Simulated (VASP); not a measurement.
The system is GaN.

```
Ga N
1.0
     2.71842    0.00000    0.00000
     0.00000    2.71842    0.00000
     0.00000    0.00000    2.79145
Ga N
1 1
Direct
  0.50000 0.50000 0.50000
  0.00000 0.00000 0.00000
```

```yaml
Program: VASP 6.6.1
Task: relaxation of cell and atoms
Functional: PBE
Potentials_or_basis: VASP PAW PBE potentials, release 64 (Ga_d, N)
Cutoff: 600 eV
k_mesh: 20 × 20 × 20
Occupations: gaussian, width 0.1 eV
Spin: no spin polarisation
```

At the start: pressure 0.3 GPa; volume 10.31 Å³/atom.

Question: How do energy, volume and symmetry change on relaxing?

Answer: Over 7 steps the energy falls by 2.9 meV/atom and the volume is 10.32 Å³/atom (+0.1 %); space group Pm-3m (No. 221, to 0.05 Å).

The path:
```
step  energy change (eV)  largest force (eV/Å)  pressure (GPa)  volume (Å³)
   1              0.0000                0.0000            0.33        20.63
   2             -0.0050                0.0000           -0.13        20.69
   3             -0.0057                0.0000           -0.33        20.73
   4             -0.0057                0.0000           -0.58        20.72
   5             -0.0057                0.0000           -0.52        20.72
   6             -0.0058                0.0000            0.23        20.61
   7             -0.0058                0.0000           -0.01        20.65
```

Final structure:
```
Ga N
1.0
     2.74335    0.00000    0.00000
     0.00000    2.74335    0.00000
     0.00000    0.00000    2.74342
Ga N
1 1
Direct
  0.50000 0.50000 0.50000
  0.00000 0.00000 0.00000
```
